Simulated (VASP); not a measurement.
Write the native input for VASP 6.6.1 that does the following.

| Quantity | Value |
| --- | --- |
| Task | relaxation of cell and atoms |
| Functional | PBE |
| Potentials or basis | VASP PAW PBE potentials, release 64 (Zr_sv, Hf_pv, Se) |
| Cutoff | 600 eV |
| k mesh | 3 × 3 × 2 |
| Occupations | gaussian, width 0.15 eV |
| Spin | no spin polarisation |
| Dipole correction | no |
| Further INCAR settings | ALGO = Normal; EDIFF = 1e-06; IBRION = 2; EDIFFG = -0.08; NSW = 36; ISIF = 3 |

The structure of HfZr2Se4 lies in POSCAR:

```
HfZr2Se4
1.0
    7.2100000000     -1.8900000000      0.0000000000
    7.2100000000      1.8900000000      0.0000000000
   -2.9736377700      0.0000000000      5.8360927300
Zr Hf Se
2 1 4
Direct
    0.2550000000      0.2550000000      0.2550000000
    0.7450000000      0.7450000000      0.7450000000
    0.0000000000      0.0000000000      0.0000000000
    0.3650000000      0.3650000000      0.0300000000
    0.6350000000      0.6350000000      0.9700000000
    0.1200000000      0.1200000000      0.4530000000
    0.8800000000      0.8800000000      0.5470000000
```

This cell differs from its parent crystal: atoms taken out.

One way to write it, as run:

INCAR

```
PREC = Accurate
ENCUT = 600
EDIFF = 1E-6
ISMEAR = 0
SIGMA = 0.15
LREAL = False
LASPH = True
NELM = 60
ALGO = Normal
ISIF = 3
LWAVE = False
LCHARG = False
GGA = PE
IBRION = 2
NSW = 36
EDIFFG = -0.08
```

KPOINTS

```
regular mesh
0
Gamma
  3 3 2
```

Potentials or basis: VASP PAW PBE potentials, release 64 (Zr_sv, Hf_pv, Se).

Launch:

```sh
$ cat potpaw_PBE.64/Zr_sv/POTCAR potpaw_PBE.64/Hf_pv/POTCAR potpaw_PBE.64/Se/POTCAR > POTCAR
$ mpirun -np 1 vasp_std > vasp.out
```

It gave:

```json
{
  "Relaxed volume": "22.67 Å³/atom",
  "Relaxed cell": "a = 7.442 Å, b = 7.442 Å, c = 6.745 Å, α = 116.28°, β = 116.28°, γ = 28.53°",
  "Space group after relaxing (to 0.1 Å)": "C2/m (No. 12)",
  "Energy gained by relaxing": "101.3 meV/atom",
  "Ionic steps": "22",
  "Pressure after relaxing": "0.0 GPa",
  "Largest force after relaxing": "0.064 eV/Å",
  "Band gap on the k mesh": "zero (bands 29 and 30 overlap by 0.28 eV)"
}
```

Caveat: the k points lie up to 0.59 Å⁻¹ apart in the final cell; the cell differs from its parent crystal (atoms taken out); spin-orbit coupling is left out, which moves the levels of the heavy elements; the relaxation stopped at a loose force limit of 0.08 eV/Å, so its end isn't a converged minimum.

Run time: 23 min on 1 thread of Intel(R) Xeon(R) Platinum 8488C (Sapphire Rapids), with other jobs on the host, peak memory 0.5 GiB.
